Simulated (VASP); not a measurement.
A run of VASP 6.6.1 is set up as follows.

Contents of INCAR:

```
PREC = Accurate ; ENCUT = 600
EDIFF = 1E-7 ; ISMEAR = 0
SIGMA = 0.1 ; LREAL = F
LASPH = T ; NELM = 60
ALGO = Normal ; ISIF = 3
LWAVE = F ; LCHARG = F
GGA = PE ; IBRION = 2
NSW = 100 ; EDIFFG = -0.01
```

The input KPOINTS:

```
regular mesh
0
Gamma
  12 12 8
```

Contents of POSCAR:

```
Al3N
1.0
    4.8699369588      0.0000000000      0.0000000000
   -2.4349684794      4.2174891211      0.0000000000
    0.0000000000      0.0000000000      5.2236126962
Al N
6 2
Direct
    0.3267154756      0.3267154756      0.2500000000
    0.0000000000      0.3267154756      0.7500000000
    0.6732845244      0.0000000000      0.2500000000
    0.6732845244      0.6732845244      0.7500000000
    0.0000000000      0.6732845244      0.2500000000
    0.3267154756      0.0000000000      0.7500000000
    0.0000000000      0.0000000000      0.0000000000
    0.0000000000      0.0000000000      0.5000000000
```

Potentials or basis: VASP PAW PBE potentials, release 64 (Al, N).

Launch:

```sh
$ cat potpaw_PBE.64/Al/POTCAR potpaw_PBE.64/N/POTCAR > POTCAR
$ mpirun -np 1 vasp_std > vasp.out
```

**Question.** Estimate the relaxed volume.

**Answer.** 13.42 Å³/atom.

**Question.** What does it give for the space group after relaxing (to 0.05 Å)?

**Answer.** P6_3/mcm (No. 193).

**Question.** Estimate the relaxed cell.

**Answer.** a = 4.870 Å, b = 4.870 Å, c = 5.227 Å, α = 90.00°, β = 90.00°, γ = 120.00°.

Final structure:
```
CELL_PARAMETERS angstrom
4.87039 0.00000 0.00000
-2.43520 4.21788 0.00000
0.00000 0.00000 5.22675
ATOMIC_POSITIONS crystal
Al 0.32625 0.32625 0.25000
Al 0.00000 0.32625 0.75000
Al 0.67375 0.00000 0.25000
Al 0.67375 0.67375 0.75000
Al 0.00000 0.67375 0.25000
Al 0.32625 0.00000 0.75000
N 0.00000 0.00000 0.00000
N 0.00000 0.00000 0.50000
```
